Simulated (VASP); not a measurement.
# KCl in VASP: further runs, part 2 of 2

VASP 6.6.1. The steps go on from the part before.

### 5 Single point, r2SCAN (epitaxial 111 strain +0.5%)

POSCAR

```
KCl
1.0
   -0.0157242416      3.1448483123      3.1448483123
    3.1448483123     -0.0157242416      3.1448483123
    3.1448483123      3.1448483123     -0.0157242416
K Cl
1 1
Direct
    0.0000000000      0.0000000000      0.0000000000
    0.5000000000      0.5000000000      0.5000000000
```

INCAR.step1

```
  ALGO = Normal
  EDIFF = 1E-4
  ENCUT = 520
  GGA = PE
  ISMEAR = 0
  LASPH = T
  LCHARG = F
  LREAL = F
  LWAVE = T
  NBANDS = 15
  NELM = 60
  PREC = Accurate
  SIGMA = 0.01
```

INCAR.step2

```
  ALGO = Normal
  EDIFF = 1E-7
  ENCUT = 520
  ISIF = 2
  ISMEAR = 0
  ISTART = 1
  LASPH = T
  LCHARG = T
  LELF = T
  LMIXTAU = T
  LREAL = F
  LVHAR = T
  LWAVE = F
  METAGGA = R2SCAN
  NBANDS = 15
  NELM = 60
  PREC = Accurate
  SIGMA = 0.01
```

KPOINTS

```
k-points
0
Gamma
  8 8 8
```

Potentials or basis: VASP PAW PBE potentials, release 64 (K_sv, Cl).

Launch:

```
$ cat potpaw_PBE.64/K_sv/POTCAR potpaw_PBE.64/Cl/POTCAR > POTCAR
$ cp INCAR.step1 INCAR
$ mpirun -np 1 vasp_std > vasp.out
$ cp INCAR.step2 INCAR
$ mpirun -np 1 vasp_std > vasp.out
```

OUTCAR:

```text
EDIFF = 1E-7
   ENCUT = 520
   ISIF = 2
   ISMEAR = 0
   ISTART = 1
   LASPH = T
   LREAL = F
   METAGGA = R2SCAN
   NELM = 60
   PREC = Accurate

 ion  position               nearest neighbor table
   1  0.000  0.000  0.000-   2 3.15   2 3.15   2 3.15   2 3.15   2 3.15   2 3.15
   2  0.500  0.500  0.500-   1 3.15   1 3.15   1 3.15   1 3.15   1 3.15   1 3.15

  LATTYP: Found a trigonal (rhomboedric) cell.
 ALAT       =     4.4475149316
 COS(alpha) =     0.4949938126

  Lattice vectors:

 A1 = (  -0.0157242416,   3.1448483123,   3.1448483123)
 A2 = (   3.1448483123,  -0.0157242416,   3.1448483123)
 A3 = (   3.1448483123,   3.1448483123,  -0.0157242416)

Analysis of symmetry for initial positions (statically):
=====================================================================
 Subroutine PRICEL returns:
 Original cell was already a primitive cell.

 Routine SETGRP: Setting up the symmetry group for a
 trigonal (rhombohedral) supercell.

 Subroutine GETGRP returns: Found 12 space group operations
 (whereof 12 operations were pure point group operations)
[... 178 lines left out ...]
      5     -13.2617      2.00000
      6      -2.2920      2.00000
      7      -2.2920      2.00000
      8      -2.2778      2.00000
      9       3.5211      0.00000
     10       6.7222      0.00000
     11       6.7222      0.00000
     12       6.7880      0.00000
     13       7.7838      0.00000
     14       7.7838      0.00000
[... 401 lines left out ...]
      2     -15.0462      2.00000
      3     -13.2897      2.00000
      4     -13.2629      2.00000
      5     -13.1220      2.00000
      6      -3.0060      2.00000
      7      -2.5335      2.00000
      8      -2.4885      2.00000
      9       5.2791      0.00000
     10       6.3191      0.00000
     11       7.6773      0.00000
     12       8.3432      0.00000
     13       8.6055      0.00000
     14       9.2765      0.00000
     15      11.3330      0.00000

 [... further k-points ...]

------------------------ aborting loop because EDIFF is reached ----------------------------------------

  FORCE on cell =-STRESS in cart. coord.  units (eV):
  Direction    XX          YY          ZZ          XY          YZ          ZX
  --------------------------------------------------------------------------------------
  -------------------------------------------------------------------------------------
  Total       -0.0548280     -0.0548280     -0.0548280      0.0124984      0.0124984      0.0124984
  in kB       -1.4016481     -1.4016481     -1.4016481      0.3195136      0.3195136      0.3195136
  external PRESSURE =      -1.4016481 kB  Pullay stress =       0.0000000 kB

 VOLUME and BASIS-vectors are now :
 -----------------------------------------------------------------------------
  energy-cutoff  :      520.00
  volume of cell :       62.67
      direct lattice vectors                 reciprocal lattice vectors
    -0.015724242  3.144848312  3.144848312    -0.157802695  0.158595674  0.158595674
     3.144848312 -0.015724242  3.144848312     0.158595674 -0.157802695  0.158595674
     3.144848312  3.144848312 -0.015724242     0.158595674  0.158595674 -0.157802695

 POSITION                                       TOTAL-FORCE (eV/Angst)
 -----------------------------------------------------------------------------------
      0.00000      0.00000      0.00000        -0.000000      0.000000      0.000000
      3.13699      3.13699      3.13699         0.000000     -0.000000     -0.000000
 -----------------------------------------------------------------------------------
    total drift:                                0.000000      0.000000      0.000000

  FREE ENERGIE OF THE ION-ELECTRON SYSTEM (eV)
  ---------------------------------------------------
  free  energy   TOTEN  =       -16.5063784666 eV

  energy  without entropy=      -16.5063784666  energy(sigma->0) =      -16.50637847
```

Wall time 4.4 min (1 thread of AMD EPYC 9R45 (Zen 5), shared host); peak memory 0.22 GiB.

What came out:

| Property | Result |
| --- | --- |
| Free energy | -16.5064 eV |
| Pressure | -0.1 GPa |
| Band gap on the k mesh | 5.80 eV |

Levels at points of the mesh, in eV from the valence-band top:
| k point | band 5 | band 6 | band 7 | band 8 | band 9 | band 10 | band 11 | band 12 |
| --- | --- | --- | --- | --- | --- | --- | --- | --- |
| (0.00, 0.00, 0.00) | -10.98 | -0.01 | -0.01 | 0.00 | 5.80 | 9.00 | 9.00 | 9.07 |
| (0.50, 0.00, 0.00) | -10.76 | -1.05 | -0.33 | -0.32 | 8.11 | 9.20 | 11.26 | 11.32 |
| (0.50, 0.50, 0.00) | -11.04 | -0.67 | -0.24 | -0.23 | 7.03 | 9.18 | 10.65 | 11.09 |
| (0.50, 0.50, 0.50) | -10.77 | -1.04 | -0.34 | -0.34 | 8.10 | 9.23 | 11.31 | 11.31 |

Caveat: the cell differs from its parent crystal (epitaxial 111 strain +0.5%); the PAW data sets were made with another functional, which shifts forces and pressure a little. A k mesh can miss the band edges.

### 6 Single point, r2SCAN (strain along [111] +4.0%)

POSCAR

```
KCl
1.0
    0.0838626217      3.2287109339      3.2287109339
    3.2287109339      0.0838626217      3.2287109339
    3.2287109339      3.2287109339      0.0838626217
K Cl
1 1
Direct
    0.0000000000      0.0000000000      0.0000000000
    0.5000000000      0.5000000000      0.5000000000
```

INCAR.step1

```
  PREC = Accurate
  ENCUT = 520
  ISMEAR = 0
  SIGMA = 0.01
  LREAL = F
  LASPH = T
  NELM = 80
  NBANDS = 15
  GGA = PE
  ALGO = Normal
  EDIFF = 1E-4
  LWAVE = T
  LCHARG = F
```

INCAR.step2

```
  PREC = Accurate
  ENCUT = 520
  EDIFF = 1E-6
  ISMEAR = 0
  SIGMA = 0.01
  LREAL = F
  LASPH = T
  NELM = 80
  ALGO = Normal
  ISIF = 2
  LWAVE = F
  LCHARG = F
  METAGGA = R2SCAN
  LMIXTAU = T
  NBANDS = 15
  ISTART = 1
```

KPOINTS

```
Automatic mesh
0
Gamma
  8 8 8
```

Potentials or basis: VASP PAW PBE potentials, release 64 (K_sv, Cl).

Launch:

```
$ cat potpaw_PBE.64/K_sv/POTCAR potpaw_PBE.64/Cl/POTCAR > POTCAR
$ cp INCAR.step1 INCAR
$ mpirun -np 1 vasp_std > vasp.out
$ cp INCAR.step2 INCAR
$ mpirun -np 1 vasp_std > vasp.out
```

OUTCAR:

```text
PREC = Accurate
   ENCUT = 520
   EDIFF = 1E-6
   ISMEAR = 0
   LREAL = F
   LASPH = T
   NELM = 80
   ISIF = 2
   METAGGA = R2SCAN
   ISTART = 1

 ion  position               nearest neighbor table
   1  0.000  0.000  0.000-   2 3.19   2 3.19   2 3.19   2 3.19   2 3.19   2 3.19
   2  0.500  0.500  0.500-   1 3.19   1 3.19   1 3.19   1 3.19   1 3.19   1 3.19

  LATTYP: Found a trigonal (rhomboedric) cell.
 ALAT       =     4.5668568544
 COS(alpha) =     0.5257966616

  Lattice vectors:

 A1 = (   0.0838626217,   3.2287109339,   3.2287109339)
 A2 = (   3.2287109339,   0.0838626217,   3.2287109339)
 A3 = (   3.2287109339,   3.2287109339,   0.0838626217)

Analysis of symmetry for initial positions (statically):
=====================================================================
 Subroutine PRICEL returns:
 Original cell was already a primitive cell.

 Routine SETGRP: Setting up the symmetry group for a
 trigonal (rhombohedral) supercell.

 Subroutine GETGRP returns: Found 12 space group operations
 (whereof 12 operations were pure point group operations)
 out of a pool of 12 trial point group operations.

The static configuration has the point symmetry D_3d.

Analysis of symmetry for dynamics (positions and initial velocities):
=====================================================================
 Subroutine PRICEL returns:
 Original cell was already a primitive cell.

 Routine SETGRP: Setting up the symmetry group for a
 trigonal (rhombohedral) supercell.

 Subroutine GETGRP returns: Found 12 space group operations
 (whereof 12 operations were pure point group operations)
 out of a pool of 12 trial point group operations.

The dynamic configuration has the point symmetry D_3d.

 Subroutine INISYM returns: Found 12 space group operations
 (whereof 12 operations are pure point group operations),
 and found     1 'primitive' translations

----------------------------------------------------------------------------------------

                                     Primitive cell

  volume of cell :      64.6938

  direct lattice vectors                    reciprocal lattice vectors
     0.083862622  3.228710934  3.228710934    -0.161028516  0.156951845  0.156951845
     3.228710934  0.083862622  3.228710934     0.156951845 -0.161028516  0.156951845
     3.228710934  3.228710934  0.083862622     0.156951845  0.156951845 -0.161028516

  length of vectors
     4.566856854  4.566856854  4.566856854     0.274222439  0.274222439  0.274222439

  position of ions in fractional coordinates (direct lattice)
     0.000000000  0.000000000  0.000000000
     0.500000000  0.500000000  0.500000000

  ion indices of the primitive-cell ions
   primitive index   ion index
                 1           1
                 2           2

----------------------------------------------------------------------------------------

 KPOINTS: Automatic mesh

Automatic generation of k-mesh.
 Grid dimensions read from file:
 generate k-points for:    8    8    8

 Generating k-lattice:

  Cartesian coordinates                     Fractional coordinates (reciprocal lattice)
    -0.020128564  0.019618981  0.019618981     0.125000000  0.000000000 -0.000000000
[... 42 lines left out ...]
   number of dos      NEDOS =    301   number of ions     NIONS =      2
   total plane-waves  NPLWV =  46656
   dimension x,y,z NGX =    36 NGY =   36 NGZ =   36
   dimension x,y,z NGXF=    72 NGYF=   72 NGZF=   72
   ions per type =               1   1
   NGX,Y,Z   is equivalent  to a cutoff of  13.10, 13.10, 13.10 a.u.
   NGXF,Y,Z  is equivalent  to a cutoff of  26.21, 26.21, 26.21 a.u.
 SYSTEM =  unknown system
   PREC   = accura    normal or accurate (medium, high low for compatibility)
   ISTART =      1    job   : 0-new  1-cont  2-samecut
   ICHARG =      0    charge: 1-file 2-atom 10-const
   ISPIN  =      1    spin polarized calculation?
   LNONCOLLINEAR =      F non collinear calculations
   LSORBIT =      F    spin-orbit coupling
   LASPH  =      T    aspherical Exc in radial PAW
   ENCUT  =  520.0 eV  38.22 Ry    6.18 a.u.   8.49  8.49  8.49*2*pi/ulx,y,z
   NELM   =     80;   NELMIN=  2; NELMDL=  0     # of ELM steps
   EDIFF  = 0.1E-05   stopping-criterion for ELM
   LREAL  =      F    real-space projection
   EDIFFG = 0.1E-04   stopping-criterion for IOM
   NSW    =      0    number of steps for IOM
   IBRION =     -1    ionic relax: 0-MD 1-quasi-New 2-CG
   NFREE  =      0    steps in history (QN), initial steepest desc. (CG)
   ISIF   =      2    stress and relaxation
   ISYM   =      2    0-nonsym 1-usesym 2-fastsym
   POTIM  = 0.5000    time-step for ionic-motion
   TEBEG  =    0.0;   TEEND  =   0.0 temperature during run
   PSTRESS=    0.0 pullay stress
   NELECT =      16.0000    total number of electrons
   NUPDOWN=      -1.0000    fix difference up-down
   EMIN   =  10.00;   EMAX   =-10.00  energy-range for DOS
   EFERMI =   0.00;   METHOD = LEGACY
   ISMEAR =     0;   SIGMA  =   0.01  broadening in eV -4-tet -1-fermi 0-gaus
   EFERMI_NEDOS =   21; number of points for ismear=-14 and -15
   IALGO  =     38    algorithm
   IMIX   =      4    mixing-type and parameters
     AMIX     =   0.40;   BMIX     =  1.00
     AMIX_MAG =   1.60;   BMIX_MAG =  1.00
  volume/ion in A,a.u.               =      32.35       218.29
  Fermi-wavevector in a.u.,A,eV,Ry     =   1.027608  1.941897 14.367447  1.055978
  Thomas-Fermi vector in A             =   2.161561
   LORBIT       =      0    0 simple, 1 ext, 2 COOP (PROOUT), +10 PAW based schemes
   METAGGA = R2SCAN    functional components
   LHFCALC =     F    Hartree Fock is set to
   AEXX    =    0.0000 exact exchange contribution
   IVDW    =     0    specifies the selected vdW correction
   LEPSILON=     F    determine dielectric tensor
   LRPA    =     F    only Hartree local field effects (RPA)
 non-spin polarized calculation
 Gauss-broadening in eV      SIGMA  =   0.01
  energy-cutoff  :      520.00
  volume of cell :       64.69
 maximum number of plane-waves:      1762
 NGX is ok and might be reduce to    36
   NGX = 17   NGY = 17   NGZ = 17

 number of electron      15.9999999 magnetization

 Free energy of the ion-electron system (eV)
  ---------------------------------------------------
  ext. energy  EPLUGINS =         0.00000000
  ---------------------------------------------------
  free energy    TOTEN  =       -16.49899323 eV

  energy without entropy =      -16.49899323  energy(sigma->0) =      -16.49899323

 E-fermi :  -2.2967     XC(G=0):  -7.7859

 val. band max:       -2.3776292982   @ k =   0.0000   0.0000   0.0000
 cond. band min:       3.2868380003   @ k =   0.0000   0.0000   0.0000
 fundamental gap:      5.6644672986
 Fermi energy:        -2.2967263452

 k-point     1 :       0.0000    0.0000    0.0000
  band No.  band energies     occupation
      1     -30.7765      2.00000
      2     -15.0332      2.00000
      3     -13.4679      2.00000
      4     -13.4679      2.00000
      5     -13.4622      2.00000
      6      -2.4546      2.00000
      7      -2.3776      2.00000
      8      -2.3776      2.00000
      9       3.2868      0.00000
     10       6.4002      0.00000
     11       6.7171      0.00000
     12       6.7171      0.00000
     13       7.6372      0.00000
     14       7.6372      0.00000
[... 401 lines left out ...]
      2     -15.1220      2.00000
      3     -13.4910      2.00000
      4     -13.4717      2.00000
      5     -13.3314      2.00000
      6      -3.0715      2.00000
      7      -2.6351      2.00000
      8      -2.5980      2.00000
      9       4.9853      0.00000
     10       6.2164      0.00000
     11       7.6385      0.00000
     12       7.9971      0.00000
     13       8.3685      0.00000
     14       9.0872      0.00000
     15      10.8884      0.00000

 [... further k-points ...]

------------------------ aborting loop because EDIFF is reached ----------------------------------------

  FORCE on cell =-STRESS in cart. coord.  units (eV):
  Direction    XX          YY          ZZ          XY          YZ          ZX
  --------------------------------------------------------------------------------------
  -------------------------------------------------------------------------------------
  Total       -0.2832076     -0.2832076     -0.2832076     -0.0767001     -0.0767001     -0.0767001
  in kB       -7.0137954     -7.0137954     -7.0137954     -1.8995207     -1.8995207     -1.8995207
  external PRESSURE =      -7.0137954 kB  Pullay stress =       0.0000000 kB

 VOLUME and BASIS-vectors are now :
 -----------------------------------------------------------------------------
  energy-cutoff  :      520.00
  volume of cell :       64.69
      direct lattice vectors                 reciprocal lattice vectors
     0.083862622  3.228710934  3.228710934    -0.161028516  0.156951845  0.156951845
     3.228710934  0.083862622  3.228710934     0.156951845 -0.161028516  0.156951845
     3.228710934  3.228710934  0.083862622     0.156951845  0.156951845 -0.161028516

 POSITION                                       TOTAL-FORCE (eV/Angst)
 -----------------------------------------------------------------------------------
      0.00000      0.00000      0.00000        -0.000000      0.000000     -0.000000
      3.27064      3.27064      3.27064         0.000000     -0.000000      0.000000
 -----------------------------------------------------------------------------------
    total drift:                                0.000000      0.000000      0.000000

  FREE ENERGIE OF THE ION-ELECTRON SYSTEM (eV)
  ---------------------------------------------------
  free  energy   TOTEN  =       -16.4989932327 eV

  energy  without entropy=      -16.4989932327  energy(sigma->0) =      -16.49899323
```

It took 4 min on 1 thread of AMD EPYC 9R45 (Zen 5), shared host; peak memory 0.21 GiB.

What came out:

| Item | Value |
| --- | --- |
| Free energy | -16.4990 eV |
| Pressure | -0.7 GPa |
| Band gap on the k mesh | 5.66 eV |

Stress tensor (GPa, compression positive):
```
-0.70 -0.19 -0.19
-0.19 -0.70 -0.19
-0.19 -0.19 -0.70
```

Levels at points of the mesh, in eV from the valence-band top:
```
           k point  band 5  band 6  band 7  band 8  band 9  band 10  band 11  band 12
(0.00, 0.00, 0.00)  -11.08   -0.08    0.00    0.00    5.66     8.78     9.09     9.09
(0.50, 0.00, 0.00)  -10.90   -1.01   -0.37   -0.30    7.99     9.09    11.07    11.33
(0.50, 0.50, 0.00)  -11.13   -0.67   -0.28   -0.21    7.03     9.01    10.43    11.00
(0.50, 0.50, 0.50)  -10.86   -1.02   -0.26   -0.26    8.01     8.92    11.09    11.09
```

Caveat: the cell differs from its parent crystal (strain along [111] +4.0%); the PAW data sets were made with another functional, which shifts forces and pressure a little.

### 7 The runs side by side

```csv
cell,gap on the mesh (eV),pressure (GPa)
"a = 4.384, b = 4.384, c = 4.270 Å, angles 60.9, 60.9, 58.3°, 2 atoms",6.06,1.8
"a = 4.482, b = 4.482, c = 4.536 Å, angles 59.6, 59.6, 60.8°, 2 atoms",5.70,-0.6
"a = 4.560, b = 4.560, c = 4.447 Å, angles 60.8, 60.8, 58.4°, 2 atoms",5.65,-0.7
"a = 4.448 Å, angles 60.3°, 2 atoms",5.80,-0.1
"a = 4.567 Å, angles 58.3°, 2 atoms",5.66,-0.7
```

Alike in all rows: task single point; level r2SCAN; potentials or basis VASP PAW PBE potentials, release 64 (K_sv, Cl); no spin polarisation; k mesh 8 × 8 × 8; cutoff (eV) 520; smearing gaussian 0.01 eV.

Caveats: the PAW data sets were made with another functional, which shifts forces and pressure a little.

Total energies depend on the potentials used, so only differences within one code and one set of settings carry meaning.
